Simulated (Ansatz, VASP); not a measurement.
Two plane-wave programs on LiCaF3

```
CELL_PARAMETERS angstrom
3.76124 0.00000 0.00000
0.00000 3.76124 0.00000
0.00000 0.00000 3.87408
ATOMIC_POSITIONS crystal
Li 0.50000 0.50000 0.50000
Ca 0.00000 0.00000 0.00000
F 0.00000 0.50000 0.50000
F 0.50000 0.50000 0.00000
F 0.50000 0.00000 0.50000
```

Change from the starting cell: strain +0.0300 x Voigt [0, 0, 1, 0, 0, 0], atoms carried along.

Alike in both runs: task single point; functional LDA; k mesh 6 × 6 × 6; occupations gaussian, width 0.05 eV; no spin polarisation.

|  | VASP | Ansatz |
| --- | --- | --- |
| version | VASP 6.6.1 | Ansatz 0.2.0 |
| potentials or method | VASP PAW LDA potentials, release 64 (Li_sv, Ca_sv, F), cutoff 520 eV | scalar-relativistic, plane waves, PAW |
| valence electrons in the cell | 34 | 34 |

```tsv
	VASP	Ansatz	Ansatz less VASP
gap on the k mesh at the Fermi level (eV)	6.03	6.04	+0.017
least direct gap on the mesh (eV)	6.27	6.28	+0.014
```

LDA's correlation is that of Perdew and Zunger in VASP and of Perdew and Wang (1992) in Ansatz.

Noted on VASP's run: the cutoff is short for stress, so the pressure is rough.
